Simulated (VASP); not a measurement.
A run of VASP 6.6.1 is set up as follows.

INCAR

```
SYSTEM = KBr
ALGO     = Normal         ! electronic algorithm
EDIFF    = 1E-6           ! SCF threshold, eV
ENCUT    = 500            ! plane-wave cutoff, eV
GGA      = CA             ! functional
GGA_COMPAT= .False.      
ISIF     = 2              ! what is computed and relaxed
ISMEAR   = 0              ! smearing method
LASPH    = .True.         ! aspherical terms in the spheres
LCHARG   = .False.        ! write CHGCAR
LREAL    = .False.        ! projectors in reciprocal space
LWAVE    = .False.        ! write WAVECAR
NBANDS   = 15             ! bands
NELM     = 120            ! most SCF steps
PREC     = Accurate       ! precision mode
SIGMA    = 0.05           ! smearing width, eV
```

Contents of KPOINTS:

```
k-points
0
Gamma
  9 9 9
  0 0 0
```

POSCAR

```
KBr
1.0
    0.0617343750      3.2925000000      3.2925000000
    3.3542343750      0.0000000000      3.3542343750
    3.2925000000      3.2925000000      0.0617343750
K Br
1 1
Direct
    0.0000000000      0.0000000000      0.0000000000
    0.5000000000      0.5000000000      0.5000000000
```

Potentials or basis: VASP PAW LDA potentials, release 64 (K_sv, Br).

Command:

```bash
$ cat potpaw_LDA.64/K_sv/POTCAR potpaw_LDA.64/Br/POTCAR > POTCAR
$ mpirun -np 1 vasp_std > vasp.out
```

Q: What does it give for the band gap on the k mesh?

A: 4.01 eV.

Q: Predict the pressure.

A: -1.5 GPa.

Stress tensor (GPa, compression positive):
```
-1.53  0.00 -0.21
 0.00 -1.53  0.00
-0.21  0.00 -1.53
```

A k mesh can miss the band edges. Expect the measured gap to be larger: semilocal functionals such as LDA lack the derivative discontinuity.
